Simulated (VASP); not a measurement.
# Sb in VASP: further runs, part 2 of 2

VASP 6.6.1. The steps go on from the part before.

**3. Single point, PBE**

INCAR reads:

```
SYSTEM = Sb
PREC = Accurate
ENCUT = 520
EDIFF = 1E-6
ISMEAR = -1
SIGMA = 0.08
LREAL = .False.
LASPH = .True.
NELM = 100
ALGO = Normal
ISIF = 2
LWAVE = .False.
LCHARG = .False.
LDIPOL = .True.
IDIPOL = 3
DIPOL = 0.5 0.5 0.500
GGA = PE
EFIELD = -0.1
NBANDS = 24
```

KPOINTS reads:

```
Automatic mesh
0
Gamma
  10 7 1
  0 0 0
```

POSCAR reads:

```
Sb
1.0
    3.3884663838      0.0000000000      0.0000000000
    0.0000000000      4.7920151155      0.0000000000
    0.0000000000      0.0000000000     24.4712000000
Sb
6
Direct
    0.2500000000      0.2500000000      0.3311959273
    0.7500000000      0.7500000000      0.3861305795
    0.2500000000      0.2500000000      0.4482815740
    0.7500000000      0.7500000000      0.5517184231
    0.2500000000      0.2500000000      0.6138694254
    0.7500000000      0.7500000000      0.6688040707
```

Potentials or basis: VASP PAW PBE potentials, release 64 (Sb).

Command:

```console
cat potpaw_PBE.64/Sb/POTCAR > POTCAR
mpirun -np 1 vasp_std > vasp.out
```

OUTCAR:

```text
SYSTEM = Sb
   PREC = Accurate
   ENCUT = 520
   EDIFF = 1E-6
   ISMEAR = -1
   LREAL = .False.
   LASPH = .True.
   NELM = 100
   ISIF = 2
   GGA = PE

 ion  position               nearest neighbor table
   1  0.250  0.250  0.331-   3 2.87   2 3.23   2 3.23   2 3.23   2 3.23
   2  0.750  0.750  0.386-   1 3.23   1 3.23   1 3.23   1 3.23   3 3.31   3 3.31   3 3.31   3 3.31

   3  0.250  0.250  0.448-   1 2.87   2 3.31   2 3.31   2 3.31   2 3.31
   4  0.750  0.750  0.552-   6 2.87   5 3.31   5 3.31   5 3.31   5 3.31
   5  0.250  0.250  0.614-   6 3.23   6 3.23   6 3.23   6 3.23   4 3.31   4 3.31   4 3.31   4 3.31

   6  0.750  0.750  0.669-   4 2.87   5 3.23   5 3.23   5 3.23   5 3.23

  LATTYP: Found a simple orthorhombic cell.
 ALAT       =     3.3884663838
 B/A-ratio  =     1.4142135623
 C/A-ratio  =     7.2219102178

  Lattice vectors:

 A1 = (   3.3884663838,   0.0000000000,   0.0000000000)
 A2 = (   0.0000000000,   4.7920151155,   0.0000000000)
 A3 = (   0.0000000000,   0.0000000000,  24.4712000000)

Analysis of symmetry for initial positions (statically):
=====================================================================
 Subroutine PRICEL returns:
 Original cell was already a primitive cell.

 Routine SETGRP: Setting up the symmetry group for a
 simple orthorhombic supercell.

 Subroutine GETGRP returns: Found  8 space group operations
 (whereof  2 operations were pure point group operations)
 out of a pool of  8 trial point group operations.

The static configuration has the point symmetry S_2 .
 The point group associated with its full space group is D_2h.

Analysis of symmetry for dynamics (positions and initial velocities):
=====================================================================
 An external electric field (EFIELD) may reduce the allowed symmetry operations
 Subroutine PRICEL returns:
 Original cell was already a primitive cell.

 Routine SETGRP: Setting up the symmetry group for a
 simple orthorhombic supercell.

 Subroutine GETGRP returns: Found  4 space group operations
 (whereof  1 operations were pure point group operations)
 out of a pool of  8 trial point group operations.

The dynamic configuration has the point symmetry C_1 .
 The point group associated with its full space group is C_2v.

 Subroutine INISYM returns: Found  4 space group operations
 (whereof  1 operations are pure point group operations),
 and found     1 'primitive' translations

----------------------------------------------------------------------------------------

                                     Primitive cell

  volume of cell :     397.3531

  direct lattice vectors                    reciprocal lattice vectors
     3.388466384  0.000000000  0.000000000     0.295118761  0.000000000  0.000000000
     0.000000000  4.792015115  0.000000000     0.000000000  0.208680477  0.000000000
     0.000000000  0.000000000 24.471200000     0.000000000  0.000000000  0.040864363

  length of vectors
     3.388466384  4.792015115 24.471200000     0.295118761  0.208680477  0.040864363

  position of ions in fractional coordinates (direct lattice)
     0.250000000  0.250000000  0.331195927
     0.750000000  0.750000000  0.386130579
     0.250000000  0.250000000  0.448281574
     0.750000000  0.750000000  0.551718423
     0.250000000  0.250000000  0.613869425
[... 61 lines left out ...]
  0.400000  0.428571  0.000000      4.000000
  0.500000  0.428571  0.000000      2.000000
   k-points           NKPTS =     24   k-points in BZ     NKDIM =     24   number of bands    NBANDS=     24
   number of dos      NEDOS =    301   number of ions     NIONS =      6
   total plane-waves  NPLWV = 193536
   dimension x,y,z NGX =    28 NGY =   36 NGZ =  192
   dimension x,y,z NGXF=    56 NGYF=   72 NGZF=  384
   ions per type =               6
   NGX,Y,Z   is equivalent  to a cutoff of  13.74, 12.49, 13.04 a.u.
   NGXF,Y,Z  is equivalent  to a cutoff of  27.47, 24.98, 26.09 a.u.
 SYSTEM =  Sb
   PREC   = accura    normal or accurate (medium, high low for compatibility)
   ISTART =      0    job   : 0-new  1-cont  2-samecut
   ICHARG =      2    charge: 1-file 2-atom 10-const
   ISPIN  =      1    spin polarized calculation?
   LNONCOLLINEAR =      F non collinear calculations
   LSORBIT =      F    spin-orbit coupling
   LASPH  =      T    aspherical Exc in radial PAW
   ENCUT  =  520.0 eV  38.22 Ry    6.18 a.u.   6.30  8.91 45.50*2*pi/ulx,y,z
   NELM   =    100;   NELMIN=  2; NELMDL= -5     # of ELM steps
   EDIFF  = 0.1E-05   stopping-criterion for ELM
   LREAL  =      F    real-space projection
   EDIFFG = 0.1E-04   stopping-criterion for IOM
   NSW    =      0    number of steps for IOM
   IBRION =     -1    ionic relax: 0-MD 1-quasi-New 2-CG
   NFREE  =      0    steps in history (QN), initial steepest desc. (CG)
   ISIF   =      2    stress and relaxation
   ISYM   =      2    0-nonsym 1-usesym 2-fastsym
   POTIM  = 0.5000    time-step for ionic-motion
   TEBEG  =    0.0;   TEEND  =   0.0 temperature during run
   PSTRESS=    0.0 pullay stress
   NELECT =      30.0000    total number of electrons
   NUPDOWN=      -1.0000    fix difference up-down
   EMIN   =  10.00;   EMAX   =-10.00  energy-range for DOS
   EFERMI =   0.00;   METHOD = LEGACY
   ISMEAR =    -1;   SIGMA  =   0.08  broadening in eV -4-tet -1-fermi 0-gaus
   EFERMI_NEDOS =   21; number of points for ismear=-14 and -15
   IALGO  =     38    algorithm
   IMIX   =      4    mixing-type and parameters
     AMIX     =   0.40;   BMIX     =  1.00
     AMIX_MAG =   1.60;   BMIX_MAG =  1.00
  volume/ion in A,a.u.               =      66.23       446.91
  Fermi-wavevector in a.u.,A,eV,Ry     =   0.691921  1.307541  6.513849  0.478754
  Thomas-Fermi vector in A             =   1.773708
   LORBIT       =      0    0 simple, 1 ext, 2 COOP (PROOUT), +10 PAW based schemes
   GGA     = PE    functional components
   LHFCALC =     F    Hartree Fock is set to
   AEXX    =    0.0000 exact exchange contribution
   IVDW    =     0    specifies the selected vdW correction
   LEPSILON=     F    determine dielectric tensor
   LRPA    =     F    only Hartree local field effects (RPA)
 non-spin polarized calculation
  energy-cutoff  :      520.00
  volume of cell :      397.35
 maximum number of plane-waves:     10741
 NGX is ok and might be reduce to    28
   NGX = 13   NGY = 17   NGZ = 91

 number of electron      29.9999999 magnetization

 dipolmoment           0.000000      0.000000     -0.097238 electrons x Angstroem

 Free energy of the ion-electron system (eV)
  ---------------------------------------------------
  ext. energy  EPLUGINS =         0.00000000
  ---------------------------------------------------
  free energy    TOTEN  =       -22.87071426 eV

  energy without entropy =      -22.81169339  energy(sigma->0) =      -22.84120383

 E-fermi :   1.2039     XC(G=0):  -4.8343

 val. band max:        1.1225605016   @ k =   0.5000   0.1429   0.0000
 cond. band min:       1.2273284548   @ k =   0.2000   0.0000   0.0000
 fundamental gap:      0.1047679531
 Fermi energy:         1.2038954757

 k-point     1 :       0.0000    0.0000    0.0000
  band No.  band energies     occupation
      1     -11.5218      2.00000
      2     -11.3316      2.00000
      3      -8.5388      2.00000
      4      -7.6916      2.00000
      5      -6.3785      2.00000
      6      -6.3195      2.00000
[... 637 lines left out ...]
     23       4.1338      0.00000
     24       4.1541      0.00000

------------------------ aborting loop because EDIFF is reached ----------------------------------------

 vacuum level on the upper side and lower side of the slab       (xc-potential included)         0.555        -0.797

  FORCE on cell =-STRESS in cart. coord.  units (eV):
  Direction    XX          YY          ZZ          XY          YZ          ZX
  --------------------------------------------------------------------------------------
  -------------------------------------------------------------------------------------
  Total        2.3066571      0.9610650      0.0561058      0.0000000      0.0000000      0.0000000
  in kB        9.3007290      3.8751338      0.2262257      0.0000000      0.0000000      0.0000000
  external PRESSURE =       4.4673629 kB  Pullay stress =       0.0000000 kB

 VOLUME and BASIS-vectors are now :
 -----------------------------------------------------------------------------
  energy-cutoff  :      520.00
  volume of cell :      397.35
      direct lattice vectors                 reciprocal lattice vectors
     3.388466384  0.000000000  0.000000000     0.295118761  0.000000000  0.000000000
     0.000000000  4.792015115  0.000000000     0.000000000  0.208680477  0.000000000
     0.000000000  0.000000000 24.471200000     0.000000000  0.000000000  0.040864363

 POSITION                                       TOTAL-FORCE (eV/Angst)
 -----------------------------------------------------------------------------------
      0.84712      1.19800      8.10476         0.000000      0.000000     -0.016184
      2.54135      3.59401      9.44908         0.000000      0.000000      0.004987
      0.84712      1.19800     10.96999         0.000000      0.000000      0.013016
      2.54135      3.59401     13.50121         0.000000      0.000000     -0.013438
      0.84712      1.19800     15.02212         0.000000      0.000000     -0.004604
      2.54135      3.59401     16.36644         0.000000      0.000000      0.016223
 -----------------------------------------------------------------------------------
    total drift:                               -0.000000     -0.000000     -0.000000

  FREE ENERGIE OF THE ION-ELECTRON SYSTEM (eV)
  ---------------------------------------------------
  free  energy   TOTEN  =       -22.8707142627 eV

  energy  without entropy=      -22.8116933949  energy(sigma->0) =      -22.84120383

 vacuum level on the upper side and lower side of the slab         5.613         4.273
```

It took 3.6 min on 1 thread of AMD EPYC 9R45 (Zen 5), shared host; peak memory 0.51 GiB.

What came out:

```
Free energy            : -22.8707 eV
Largest force          : 0.016 eV/Å
Band gap on the k mesh : zero (bands 15 and 16 overlap by 3.02 eV)
```

Forces on the atoms (eV/Å):
```
Sb   0.000  0.000 -0.016
Sb   0.000  0.000  0.005
Sb   0.000  0.000  0.013
Sb   0.000  0.000 -0.013
Sb   0.000  0.000 -0.005
Sb   0.000  0.000  0.016
```

Caveat: spin-orbit coupling is left out, which moves the levels of the heavy elements.

The gap in the log of VASP goes by the Fermi energy; the results here count the filled bands.